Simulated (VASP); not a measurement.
**GaAs: relaxation of cell and atoms with PBEsol**

GaAs:

```
Ga As
1.0
     0.00000    2.87509    2.87509
     2.87509    0.00000    2.87509
     2.87509    2.87509    0.00000
Ga As
1 1
Direct
  0.00000 0.00000 0.00000
  0.25000 0.25000 0.25000
```

```yaml
Program: VASP 6.6.1
Task: relaxation of cell and atoms
Functional: PBEsol
Potentials_or_basis: VASP PAW PBE potentials, release 64 (Ga_d, As)
Cutoff: 600 eV
k_mesh: 10 × 10 × 10
Occupations: gaussian, width 0.01 eV
Spin: no spin polarisation
Dipole_correction: no
Further_INCAR_settings: ALGO = Normal; EDIFF = 1e-06; IBRION = 2; EDIFFG = -0.005; NSW = 100; ISIF = 3
```

```
Relaxed volume                         : 22.70 Å³/atom
Relaxed cell                           : a = 4.004 Å, b = 4.004 Å, c = 4.004 Å, α = 60.00°, β = 60.00°, γ = 60.00°
Space group after relaxing (to 0.05 Å) : F-43m (No. 216)
Energy gained by relaxing              : 9.9 meV/atom
Ionic steps                            : 3
Pressure after relaxing                : 0.0 GPa
Band gap on the k mesh                 : 0.42 eV, direct
```

Step by step:
```tsv
step	energy change (eV)	largest force (eV/Å)	pressure (GPa)	volume (Å³)
1	0.0000	0.0000	-2.87	47.53
2	-0.0172	0.0000	1.15	44.66
3	-0.0199	0.0000	0.03	45.40
```

Final structure:
```
CELL_PARAMETERS angstrom
0.00000 2.83136 2.83136
2.83136 0.00000 2.83136
2.83136 2.83136 0.00000
ATOMIC_POSITIONS crystal
Ga 0.00000 0.00000 0.00000
As 0.25000 0.25000 0.25000
```

Levels at points of the mesh, in eV from the valence-band top:
```tsv
k point	band 7	band 8	band 9	band 10	band 11	band 12
(0.00, 0.00, 0.00)	0.00	0.00	0.00	0.42	3.69	3.69
(0.50, 0.00, 0.00)	-6.65	-1.14	-1.14	0.92	4.58	4.58
(0.50, 0.50, 0.00)	-6.83	-2.68	-2.68	1.36	1.57	10.09
```

It took 83 s on 1 thread of AMD EPYC 7R43 64-Core Processor (Zen 3) (shared host), peak memory 0.17 GiB.

Caveat: the PAW data sets were made with another functional, which shifts forces and pressure a little. PBEsol gaps usually lie below the measured ones, often by a third to a half.
